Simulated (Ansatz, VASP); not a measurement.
Given: the input of a run of Ansatz 0.2.0 on MoSe.

The input input.yaml:

```yaml
crystal:
  lattice:
    - [0.0, 2.8734636263, 2.8734636263]
    - [2.8734636263, 0.0, 2.8734636263]
    - [2.8734636263, 2.8734636263, 0.0]
  atoms:
    - { symbol: Mo, position: [0.0, 0.0, 0.0] }
    - { symbol: Se, position: [0.5, 0.5, 0.5] }
kpoints:
  mp_grid: { grid: [8, 8, 8] }
scf:
  occupations: { method: fermi_dirac, width: 0.05 }
hamiltonian:
  xc: pbe
  pseudopotentials: { kind: all_electron, lapw: { basis_error: 0.0005 } }
output:
  forces: true
  stress: true
  eigenvalues: true
```

Potentials or basis: all-electron LAPW, scalar-relativistic.

Launch:

```console
$ ansatz run input.yaml --threads 1 --pin off --max-ram 3072MiB --backend cpu --events-out ev --progress --plain --runs-dir out
```

Set up the same calculation for VASP 6.6.1. Potentials there: VASP PAW PBE potentials, release 64 (Mo_sv, Se).

As run (the cutoff follows the program's own potentials):

INCAR

```
PREC     = Accurate       # precision mode
ENCUT    = 520            # plane-wave cutoff, eV
EDIFF    = 1E-6           # SCF threshold, eV
ISMEAR   = -1             # smearing method
SIGMA    = 0.05           # smearing width, eV
LREAL    = False          # projectors in reciprocal space
LASPH    = True           # aspherical terms in the spheres
NELM     = 60             # most SCF steps
ALGO     = Normal         # electronic algorithm
ISIF     = 2              # what is computed and relaxed
LWAVE    = False          # write WAVECAR
LCHARG   = False          # write CHGCAR
GGA      = PE             # functional
NBANDS   = 17             # bands
```

KPOINTS

```
regular mesh
0
Gamma
  8 8 8
```

The input POSCAR:

```
MoSe
1.0
    0.0000000000      2.8734636263      2.8734636263
    2.8734636263      0.0000000000      2.8734636263
    2.8734636263      2.8734636263      0.0000000000
Mo Se
1 1
Direct
    0.0000000000      0.0000000000      0.0000000000
    0.5000000000      0.5000000000      0.5000000000
```

Potentials or basis: VASP PAW PBE potentials, release 64 (Mo_sv, Se).

The run is started by

```sh
$ cat potpaw_PBE.64/Mo_sv/POTCAR potpaw_PBE.64/Se/POTCAR > POTCAR
$ mpirun -np 1 vasp_std > vasp.out
```

Both were run:

|  | VASP | Ansatz | Ansatz less VASP |
| --- | --- | --- | --- |
| gap on the k mesh at the Fermi level (eV) | none | none | - |
| pressure (GPa) | -19.9 | -20.0 | -0.06 |

A gap of «none» marks a metal or a gap that the smearing closes. Ansatz ran all-electron here, and VASP with PAW potentials.
